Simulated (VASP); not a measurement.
Set up this calculation in VASP 6.6.1, as the native input.

```yaml
Task: relaxation of cell and atoms
Functional: PBE
Dispersion: D3(BJ)
Potentials_or_basis: VASP PAW PBE potentials, release 64 (Co, O)
Cutoff: 600 eV
k_mesh: 11 × 11 × 11
Occupations: fermi-dirac, width 0.05 eV
Spin: collinear spin, ferromagnetic start
Starting_moments: "[2.0, 0.0] μB"
Dipole_correction: no
Further_INCAR_settings: ALGO = Normal; EDIFF = 1e-06; IBRION = 2; EDIFFG = -0.01; NSW = 60; ISIF = 3
```

The structure of CoO lies in POSCAR:

```
CoO
1.0
    0.0000000000      2.1315000000      2.1315000000
    2.1315000000      0.0000000000      2.1315000000
    2.1315000000      2.1315000000      0.0000000000
Co O
1 1
Direct
    0.0000000000      0.0000000000      0.0000000000
    0.5000000000      0.5000000000      0.5000000000
```

The input as run:

INCAR

```
SYSTEM = CoO
PREC     = Accurate       ! precision mode
ENCUT    = 600            ! plane-wave cutoff, eV
EDIFF    = 1E-6           ! SCF threshold, eV
ISMEAR   = -1             ! smearing method
SIGMA    = 0.05           ! smearing width, eV
LREAL    = .False.        ! projectors in reciprocal space
LASPH    = .True.         ! aspherical terms in the spheres
NELM     = 150            ! most SCF steps
ALGO     = Normal         ! electronic algorithm
ISIF     = 3              ! what is computed and relaxed
LWAVE    = .False.        ! write WAVECAR
LCHARG   = .False.        ! write CHGCAR
ISPIN    = 2              ! spin polarisation
MAGMOM   = 2 0            ! initial moments
LORBIT   = 11             ! projections on sites
LMAXMIX  = 4              ! l up to which the mixer works
GGA      = PE             ! functional
IVDW     = 12             ! dispersion correction
IBRION   = 2              ! ionic algorithm
NSW      = 60             ! ionic steps
EDIFFG   = -0.01          ! ionic threshold
```

KPOINTS

```
Automatic mesh
0
Gamma
  11 11 11
  0 0 0
```

Potentials or basis: VASP PAW PBE potentials, release 64 (Co, O).

The run is started by

```console
$ cat potpaw_PBE.64/Co/POTCAR potpaw_PBE.64/O/POTCAR > POTCAR
$ mpirun -np 1 vasp_std > vasp.out
```

Results of the run:

* Relaxed volume: 9.31 Å³/atom
* Relaxed cell: a = 2.975 Å, b = 2.975 Å, c = 2.975 Å, α = 60.00°, β = 60.00°, γ = 60.00°
* Space group after relaxing (to 0.05 Å): Fm-3m (No. 225)
* Energy gained by relaxing: -29.1 meV/atom
* Ionic steps: 4
* Pressure after relaxing: 0.0 GPa
* Net moment: 2.81 μB per cell
* Site moments: Co +2.49; O +0.28 μB
* Valence electrons inside the program's atomic spheres: Co 7.86; O 4.99
* Dispersion energy per atom: -0.230 eV

Caveat: a cell with one magnetic atom can't hold antiferromagnetic order, which such compounds often take; pairwise dispersion overbinds metals, which lowers pressure and volume.

Run time: 85 s on 1 thread of Intel(R) Xeon(R) Platinum 8488C (Sapphire Rapids), with other jobs on the host, peak memory 0.18 GiB.
